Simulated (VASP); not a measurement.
# GeSb2Te4 (R3m) in VASP: single point with PBEsol

Aim: the single point of GeSb2Te4 with PBEsol.

Program: VASP 6.6.1. These are calculated values, not measurements. Logs are shortened: lines on timing, memory, paths and dates and some standing lists are left out, and cuts for length are marked.

### Step 1. The cell of the first run

Symmetry: R3m, No. 160, trigonal system. The conventional cell has a = 4.235 Å, b = 4.235 Å, c = 40.433 Å, α = 90.00°, β = 90.00°, γ = 120.00°. Within 3.7 Å of Ge (site symmetry 3m) lie 6 Te at 2.82 to 3.17 Å. Within 3.9 Å of Sb (site symmetry 3m) lie 6 Te at 2.98 to 3.18 Å. Within 4.0 Å of Sb (site symmetry 3m) lie 6 Te at 3.01 to 3.12 Å. Te (site symmetry 3m) has 3 Ge at 2.82 Å and 3 Te at 3.59 Å within 3.7 Å. Within 3.9 Å of Te (site symmetry 3m) lie 3 Sb at 2.98 Å and 3 Te at 3.59 Å. Te (site symmetry 3m) has 6 Sb at 3.12 to 3.18 Å and 12 Te at 4.23 to 4.46 Å within 4.5 Å. Within 4.0 Å of Te (site symmetry 3m) lie 3 Sb at 3.01 Å and 3 Ge at 3.17 Å.

### Step 2. Single point, PBEsol

Contents of INCAR:

```
SYSTEM = GeSb2Te4
  PREC = Accurate
  ENCUT = 520
  EDIFF = 1E-6
  ISMEAR = 0
  SIGMA = 0.02
  LREAL = .FALSE.
  LASPH = .TRUE.
  NELM = 60
  ALGO = Normal
  ISIF = 2
  LWAVE = .FALSE.
  LCHARG = .TRUE.
  GGA = PS
  LELF = .TRUE.
  LVHAR = .TRUE.
  NBANDS = 33
```

Contents of KPOINTS:

```
regular mesh
0
G
  9 9 9
  0 0 0
```

Contents of POSCAR:

```
GeSb2Te4
1.0
    2.1172786821      1.2224114170     13.4776657938
   -2.1172786821      1.2224114170     13.4776657938
    0.0000000000     -2.4448228341     13.4776657938
Ge Sb Te
1 2 4
Direct
    0.5704993292      0.5704993292      0.5704993292
    0.4282139328      0.4282139328      0.4282139328
    0.9969171731      0.9969171731      0.9969171731
    0.8688506305      0.8688506305      0.8688506305
    0.1371425589      0.1371425589      0.1371425589
    0.7114469417      0.7114469417      0.7114469417
    0.2869284339      0.2869284339      0.2869284339
```

Potentials or basis: VASP PAW PBE potentials, release 64 (Ge_d, Sb, Te).

Started as:

```
$ cat potpaw_PBE.64/Ge_d/POTCAR potpaw_PBE.64/Sb/POTCAR potpaw_PBE.64/Te/POTCAR > POTCAR
$ mpirun -np 1 vasp_std > vasp.out
```

OUTCAR:

```text
SYSTEM = GeSb2Te4
   PREC = Accurate
   ENCUT = 520
   EDIFF = 1E-6
   ISMEAR = 0
   LREAL = .FALSE.
   LASPH = .TRUE.
   NELM = 60
   ISIF = 2
   GGA = PS

 ion  position               nearest neighbor table
   1  0.570  0.570  0.570-   4 2.82   4 2.82   4 2.82   7 3.17   7 3.17   7 3.17
   2  0.428  0.428  0.428-   5 2.98   5 2.98   5 2.98   6 3.18   6 3.18   6 3.18
   3  0.997  0.997  0.997-   7 3.01   7 3.01   7 3.01   6 3.12   6 3.12   6 3.12
   4  0.869  0.869  0.869-   1 2.82   1 2.82   1 2.82   5 3.59   5 3.59   5 3.59
   5  0.137  0.137  0.137-   2 2.98   2 2.98   2 2.98   4 3.59   4 3.59   4 3.59
   6  0.711  0.711  0.711-   3 3.12   3 3.12   3 3.12   2 3.18   2 3.18   2 3.18
   7  0.287  0.287  0.287-   3 3.01   3 3.01   3 3.01   1 3.17   1 3.17   1 3.17

  LATTYP: Found a trigonal (rhomboedric) cell.
 ALAT       =    13.6976141696
 COS(alpha) =     0.9522144942

  Lattice vectors:

 A1 = (   2.1172786821,   1.2224114170,  13.4776657938)
 A2 = (  -2.1172786821,   1.2224114170,  13.4776657938)
 A3 = (   0.0000000000,  -2.4448228341,  13.4776657938)

Analysis of symmetry for initial positions (statically):
=====================================================================
 Subroutine PRICEL returns:
 Original cell was already a primitive cell.

 Routine SETGRP: Setting up the symmetry group for a
 trigonal (rhombohedral) supercell.

 Subroutine GETGRP returns: Found  6 space group operations
 (whereof  6 operations were pure point group operations)
 out of a pool of 12 trial point group operations.

The static configuration has the point symmetry C_3v.

Analysis of symmetry for dynamics (positions and initial velocities):
=====================================================================
 Subroutine PRICEL returns:
 Original cell was already a primitive cell.

 Routine SETGRP: Setting up the symmetry group for a
 trigonal (rhombohedral) supercell.

 Subroutine GETGRP returns: Found  6 space group operations
 (whereof  6 operations were pure point group operations)
 out of a pool of 12 trial point group operations.

The dynamic configuration has the point symmetry C_3v.

 Subroutine INISYM returns: Found  6 space group operations
 (whereof  6 operations are pure point group operations),
 and found     1 'primitive' translations

----------------------------------------------------------------------------------------

                                     Primitive cell

  volume of cell :     209.2962

  direct lattice vectors                    reciprocal lattice vectors
     2.117278682  1.222411417 13.477665794     0.236152191  0.136342531  0.024732275
    -2.117278682  1.222411417 13.477665794    -0.236152191  0.136342531  0.024732275
     0.000000000 -2.444822834 13.477665794     0.000000000 -0.272685062  0.024732275

  length of vectors
    13.697614170 13.697614170 13.697614170     0.273804362  0.273804362  0.273804362

  position of ions in fractional coordinates (direct lattice)
     0.570499329  0.570499329  0.570499329
     0.428213933  0.428213933  0.428213933
     0.996917173  0.996917173  0.996917173
     0.868850630  0.868850630  0.868850630
     0.137142559  0.137142559  0.137142559
     0.711446942  0.711446942  0.711446942
     0.286928434  0.286928434  0.286928434

  ion indices of the primitive-cell ions
   primitive index   ion index
                 1           1
                 2           2
                 3           3
                 4           4
                 5           5
                 6           6
                 7           7

----------------------------------------------------------------------------------------

 KPOINTS: regular mesh

Automatic generation of k-mesh.
 Grid dimensions read from file:
 generate k-points for:    9    9    9

 Generating k-lattice:

  Cartesian coordinates                     Fractional coordinates (reciprocal lattice)
     0.026239132  0.015149170  0.002748031     0.111111111  0.000000000  0.000000000
    -0.026239132  0.015149170  0.002748031     0.000000000  0.111111111  0.000000000
     0.000000000 -0.030298340  0.002748031     0.000000000  0.000000000  0.111111111

  Length of vectors
     0.030422707  0.030422707  0.030422707

  Shift w.r.t. Gamma in fractional coordinates (k-lattice)
     0.000000000  0.000000000  0.000000000

 Subroutine IBZKPT returns following result:
 ===========================================

 Found     85 irreducible k-points:

 Following reciprocal coordinates:
            Coordinates               Weight
  0.000000  0.000000  0.000000      1.000000
  0.111111  0.000000  0.000000      6.000000
  0.222222 -0.000000 -0.000000      6.000000
  0.333333  0.000000  0.000000      6.000000
  0.444444 -0.000000 -0.000000      6.000000
  0.111111  0.111111  0.000000      6.000000
[... 16 lines left out ...]
 -0.333333  0.333333  0.000000      6.000000
  0.444444  0.444444 -0.000000      6.000000
 [... further k-points ...]
   k-points           NKPTS =     85   k-points in BZ     NKDIM =     85   number of bands    NBANDS=     33
   number of dos      NEDOS =    301   number of ions     NIONS =      7
   total plane-waves  NPLWV = ******
   dimension x,y,z NGX =   108 NGY =  108 NGZ =  108
   dimension x,y,z NGXF=   216 NGYF=  216 NGZF=  216
   ions per type =               1   2   4
   NGX,Y,Z   is equivalent  to a cutoff of  13.11, 13.11, 13.11 a.u.
   NGXF,Y,Z  is equivalent  to a cutoff of  26.22, 26.22, 26.22 a.u.
 SYSTEM =  GeSb2Te4
   PREC   = accura    normal or accurate (medium, high low for compatibility)
   ISTART =      0    job   : 0-new  1-cont  2-samecut
   ICHARG =      2    charge: 1-file 2-atom 10-const
   ISPIN  =      1    spin polarized calculation?
   LNONCOLLINEAR =      F non collinear calculations
   LSORBIT =      F    spin-orbit coupling
   LASPH  =      T    aspherical Exc in radial PAW
   ENCUT  =  520.0 eV  38.22 Ry    6.18 a.u.  25.47 25.47 25.47*2*pi/ulx,y,z
   NELM   =     60;   NELMIN=  2; NELMDL= -5     # of ELM steps
   EDIFF  = 0.1E-05   stopping-criterion for ELM
   LREAL  =      F    real-space projection
   EDIFFG = 0.1E-04   stopping-criterion for IOM
   NSW    =      0    number of steps for IOM
   IBRION =     -1    ionic relax: 0-MD 1-quasi-New 2-CG
   NFREE  =      0    steps in history (QN), initial steepest desc. (CG)
   ISIF   =      2    stress and relaxation
   ISYM   =      2    0-nonsym 1-usesym 2-fastsym
   POTIM  = 0.5000    time-step for ionic-motion
   TEBEG  =    0.0;   TEEND  =   0.0 temperature during run
   PSTRESS=    0.0 pullay stress
   NELECT =      48.0000    total number of electrons
   NUPDOWN=      -1.0000    fix difference up-down
   EMIN   =  10.00;   EMAX   =-10.00  energy-range for DOS
   EFERMI =   0.00;   METHOD = LEGACY
   ISMEAR =     0;   SIGMA  =   0.02  broadening in eV -4-tet -1-fermi 0-gaus
   EFERMI_NEDOS =   21; number of points for ismear=-14 and -15
   IALGO  =     38    algorithm
   IMIX   =      4    mixing-type and parameters
     AMIX     =   0.40;   BMIX     =  1.00
     AMIX_MAG =   1.60;   BMIX_MAG =  1.00
  volume/ion in A,a.u.               =      29.90       201.77
  Fermi-wavevector in a.u.,A,eV,Ry     =   1.002078  1.893653 13.662426  1.004160
  Thomas-Fermi vector in A             =   2.134542
   LORBIT       =      0    0 simple, 1 ext, 2 COOP (PROOUT), +10 PAW based schemes
   GGA     = PS    functional components
   LHFCALC =     F    Hartree Fock is set to
   AEXX    =    0.0000 exact exchange contribution
   IVDW    =     0    specifies the selected vdW correction
   LEPSILON=     F    determine dielectric tensor
   LRPA    =     F    only Hartree local field effects (RPA)
 non-spin polarized calculation
 Gauss-broadening in eV      SIGMA  =   0.02
  energy-cutoff  :      520.00
  volume of cell :      209.30
 maximum number of plane-waves:      5668
 NGX is ok and might be reduce to   108
   NGX = 51   NGY = 51   NGZ = 51

 number of electron      48.0000002 magnetization

 Free energy of the ion-electron system (eV)
  ---------------------------------------------------
  ext. energy  EPLUGINS =         0.00000000
  ---------------------------------------------------
  free energy    TOTEN  =       -28.89250531 eV

  energy without entropy =      -28.89250531  energy(sigma->0) =      -28.89250531

 E-fermi :   6.7460     XC(G=0):  -9.6813

 val. band max:        6.6390244195   @ k =   0.2222   0.1111   0.1111
 cond. band min:       6.8675029085   @ k =   0.4444   0.4444   0.4444
 fundamental gap:      0.2284784890
 Fermi energy:         6.7459507269

 k-point     1 :       0.0000    0.0000    0.0000
  band No.  band energies     occupation
      1     -18.0381      2.00000
      2     -18.0381      2.00000
      3     -18.0275      2.00000
      4     -18.0275      2.00000
      5     -18.0254      2.00000
      6      -6.8519      2.00000
[... 25 lines left out ...]
     32       9.0550      0.00000
     33       9.0550      0.00000

 k-point     2 :       0.1111    0.0000    0.0000
  band No.  band energies     occupation
      1     -18.0384      2.00000
      2     -18.0378      2.00000
      3     -18.0276      2.00000
      4     -18.0275      2.00000
      5     -18.0251      2.00000
      6      -6.7359      2.00000
[... 25 lines left out ...]
     32       9.1236      0.00000
     33       9.5031      0.00000

 k-point     3 :       0.2222   -0.0000   -0.0000
  band No.  band energies     occupation
      1     -18.0392      2.00000
      2     -18.0372      2.00000
      3     -18.0280      2.00000
      4     -18.0273      2.00000
      5     -18.0246      2.00000
      6      -6.3957      2.00000
[... 25 lines left out ...]
     32       9.6833      0.00000
     33      10.0235      0.00000

 k-point     4 :       0.3333    0.0000    0.0000
  band No.  band energies     occupation
      1     -18.0401      2.00000
      2     -18.0366      2.00000
      3     -18.0284      2.00000
      4     -18.0270      2.00000
      5     -18.0239      2.00000
      6      -5.8626      2.00000
[... 673 lines left out ...]
     32      10.4892      0.00000
     33      11.1093      0.00000

 k-point    23 :      -0.3333    0.3333    0.0000
  band No.  band energies     occupation
      1     -18.0396      2.00000
      2     -18.0373      2.00000
      3     -18.0277      2.00000
      4     -18.0276      2.00000
      5     -18.0234      2.00000
      6      -4.6980      2.00000
[... 25 lines left out ...]
     32      11.1599      0.00000
     33      11.4723      0.00000

 k-point    24 :       0.4444    0.4444   -0.0000
  band No.  band energies     occupation
      1     -18.0407      2.00000
      2     -18.0362      2.00000
      3     -18.0286      2.00000
      4     -18.0268      2.00000
      5     -18.0234      2.00000
      6      -5.2008      2.00000
[... 25 lines left out ...]
     32       9.8878      0.00000
     33      10.3650      0.00000

 [... further k-points ...]
[... 5 lines left out ...]
  --------------------------------------------------------------------------------------
  -------------------------------------------------------------------------------------
  Total        0.0883035      0.0883035      0.0927158      0.0000000     -0.0000000      0.0000000
  in kB        0.6759695      0.6759695      0.7097460      0.0000000     -0.0000000      0.0000000
  external PRESSURE =       0.6872283 kB  Pullay stress =       0.0000000 kB

 VOLUME and BASIS-vectors are now :
 -----------------------------------------------------------------------------
  energy-cutoff  :      520.00
  volume of cell :      209.30
      direct lattice vectors                 reciprocal lattice vectors
     2.117278682  1.222411417 13.477665794     0.236152191  0.136342531  0.024732275
    -2.117278682  1.222411417 13.477665794    -0.236152191  0.136342531  0.024732275
     0.000000000 -2.444822834 13.477665794     0.000000000 -0.272685062  0.024732275

 POSITION                                       TOTAL-FORCE (eV/Angst)
 -----------------------------------------------------------------------------------
      0.00000     -0.00000     23.06700         0.000000     -0.000000      0.012965
      0.00000     -0.00000     17.31397         0.000000      0.000000     -0.036308
      0.00000     -0.00000     40.30835         0.000000     -0.000000      0.017226
      0.00000     -0.00000     35.13024         0.000000      0.000000     -0.016969
      0.00000     -0.00000      5.54508         0.000000     -0.000000      0.038657
      0.00000     -0.00000     28.76593         0.000000     -0.000000      0.005920
      0.00000     -0.00000     11.60138         0.000000      0.000000     -0.021492
 -----------------------------------------------------------------------------------
    total drift:                               -0.000000     -0.000000     -0.001010

  FREE ENERGIE OF THE ION-ELECTRON SYSTEM (eV)
  ---------------------------------------------------
  free  energy   TOTEN  =       -28.8925053127 eV

  energy  without entropy=      -28.8925053127  energy(sigma->0) =      -28.89250531
```

Wall time 75 min (1 thread of Intel Xeon 6975P-C (Granite Rapids), shared host); peak memory 2.3 GiB.

Results:

* Free energy: -28.8925 eV
* Pressure: 0.1 GPa
* Largest force: 0.039 eV/Å
* Band gap on the k mesh: 0.23 eV (least direct gap 0.27 eV)

Forces on the atoms (eV/Å):
```
Ge   0.000  0.000  0.013
Sb   0.000  0.000 -0.036
Sb   0.000  0.000  0.017
Te   0.000  0.000 -0.017
Te   0.000  0.000  0.039
Te   0.000  0.000  0.006
Te   0.000  0.000 -0.021
```

Caveat: the PAW data sets were made with another functional, which shifts forces and pressure a little; spin-orbit coupling is left out, which moves the levels of the heavy elements. A k mesh can miss the band edges.
